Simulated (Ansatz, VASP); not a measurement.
## Two plane-wave programs on Hf4Ta

```
Hf Ta
1.0
     5.96435    0.00000    0.00000
     0.00000    6.99242    0.00000
     0.00000    0.00000    2.99892
Hf Ta
4 1
Direct
  0.25225 0.21942 0.00000
  0.25225 0.78058 0.00000
  0.74775 0.78058 0.00000
  0.74775 0.21942 0.00000
  0.50000 0.50000 0.50000
```

Alike in both runs: functional PBE; k mesh 4 × 4 × 4; occupations gaussian, width 0.1 eV; no spin polarisation.

Ansatz relaxed the structure, and its values are those at the end. VASP's run is a single point on that final structure, the one shown.

|  | VASP | Ansatz |
| --- | --- | --- |
| version | VASP 6.6.1 | Ansatz 0.2.0 |
| potentials or method | VASP PAW PBE potentials, release 64 (Hf_pv, Ta_pv), cutoff 520 eV | scalar-relativistic, plane waves, PAW |
| valence electrons in the cell | 51 | 117 |

VASP gave:

- gap on the k mesh at the Fermi level (eV): none
- pressure (GPa): -0.3
- rms of the force components (eV/Å): 0.025

Problem. Estimate Ansatz's values.

Solution. gap on the k mesh at the Fermi level (eV): none; pressure (GPa): 0.1; rms of the force components (eV/Å): 0.010.

A gap of «none» marks a metal or a gap that the smearing closes. VASP's potentials hold 51 valence electrons a cell and Ansatz's 117, so a difference there can come from the potentials and not from the codes.

The k mesh is coarse, so the values compare programs but aren't converged. Spin-orbit coupling is off throughout.
